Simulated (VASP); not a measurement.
Set up this calculation in VASP 6.6.1, as the native input.

```yaml
Task: single point
Functional: PBEsol
Potentials_or_basis: VASP PAW PBE potentials, release 64 (Pb_d, Te)
Cutoff: 500 eV
k_mesh: 6 × 6 × 6
Occupations: gaussian, width 0.1 eV
Spin: no spin polarisation
Dipole_correction: no
Further_INCAR_settings: ALGO = Normal; EDIFF = 1e-06; NBANDS = 17
```

The structure of TePb lies in POSCAR:

```
TePb
1.0
    0.0000000000      3.2310000000      3.2310000000
    3.2310000000      0.0000000000      3.2310000000
    3.2310000000      3.2310000000      0.0000000000
Pb Te
1 1
Direct
    0.0000000000      0.0000000000      0.0000000000
    0.5000000000      0.5000000000      0.5000000000
```

These files were run (other wordings do the same):

INCAR

```
PREC     = Accurate       # precision mode
ENCUT    = 500            # plane-wave cutoff, eV
EDIFF    = 1E-6           # SCF threshold, eV
ISMEAR   = 0              # smearing method
SIGMA    = 0.1            # smearing width, eV
LREAL    = F              # projectors in reciprocal space
LASPH    = T              # aspherical terms in the spheres
NELM     = 120            # most SCF steps
ALGO     = Normal         # electronic algorithm
ISIF     = 2              # what is computed and relaxed
LWAVE    = F              # write WAVECAR
LCHARG   = F              # write CHGCAR
GGA      = PS             # functional
NBANDS   = 17             # bands
GGA_COMPAT= F
```

KPOINTS

```
regular mesh
0
Gamma
  6 6 6
```

Potentials or basis: VASP PAW PBE potentials, release 64 (Pb_d, Te).

Command:

```bash
$ cat potpaw_PBE.64/Pb_d/POTCAR potpaw_PBE.64/Te/POTCAR > POTCAR
$ mpirun -np 1 vasp_std > vasp.out
```

It gave:

The pressure is -0.4 GPa and the band gap on the k mesh is 0.67 eV.

Caveat: the PAW data sets were made with another functional, which shifts forces and pressure a little; spin-orbit coupling is left out, which moves the levels of the heavy elements.

It took 41 s on 1 thread of Intel Xeon 8259CL, on a shared host, peak memory 0.2 GiB.
